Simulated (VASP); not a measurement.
**Be3Te4Ir: single point with PBE**

Crystal: Be3Te4Ir.

```
Be Te Ir
1.0
     5.57523    0.00000    0.00000
     0.00000    5.57523    0.00000
     0.00000    0.00000    5.57523
Be Te Ir
3 4 1
Direct
  0.50000 0.00000 0.00000
  0.00000 0.50000 0.00000
  0.00000 0.00000 0.50000
  0.27438 0.27438 0.27438
  0.27438 0.72562 0.72562
  0.72562 0.72562 0.27438
  0.72562 0.27438 0.72562
  0.00000 0.00000 0.00000
```

```
Program                : VASP 6.6.1
Task                   : single point
Functional             : PBE
Potentials or basis    : VASP PAW PBE potentials, release 64 (Be, Te, Ir)
Cutoff                 : 520 eV
k mesh                 : 4 × 4 × 4
Occupations            : gaussian, width 0.1 eV
Spin                   : no spin polarisation
Dipole correction      : no
Further INCAR settings : ALGO = Normal; EDIFF = 1e-06; NBANDS = 30
```

| Property | Result |
| --- | --- |
| Pressure | -0.1 GPa |
| Largest force | 0.046 eV/Å |
| Band gap on the k mesh | zero (an odd number of electrons rules out a gap without spin polarisation) |

Forces in eV/Å, atoms in the order of the input:
```
Be   0.000  0.000  0.000
Be   0.000  0.000  0.000
Be   0.000  0.000  0.000
Te   0.027  0.027  0.027
Te   0.027 -0.027 -0.027
Te  -0.027 -0.027  0.027
Te  -0.027  0.027 -0.027
Ir   0.000  0.000  0.000
```

Levels at points of the mesh, in eV from the Fermi level:
```tsv
k point	band 17	band 18	band 19	band 20	band 21	band 22
(0.00, 0.00, 0.00)	-1.53	-1.53	0.03	0.03	0.03	1.89
(0.50, 0.00, 0.00)	-1.38	-0.90	-0.74	-0.24	-0.24	2.62
(0.50, 0.50, 0.00)	-1.05	-1.01	0.08	0.08	0.62	3.25
(0.50, 0.50, 0.50)	0.17	0.17	0.63	0.63	0.63	2.39
```

Run time: 77 s on 1 thread of Intel(R) Xeon(R) Platinum 8488C (Sapphire Rapids) (shared host), peak memory 0.28 GiB.

Caveat: spin-orbit coupling is left out, which moves the levels of the heavy elements.
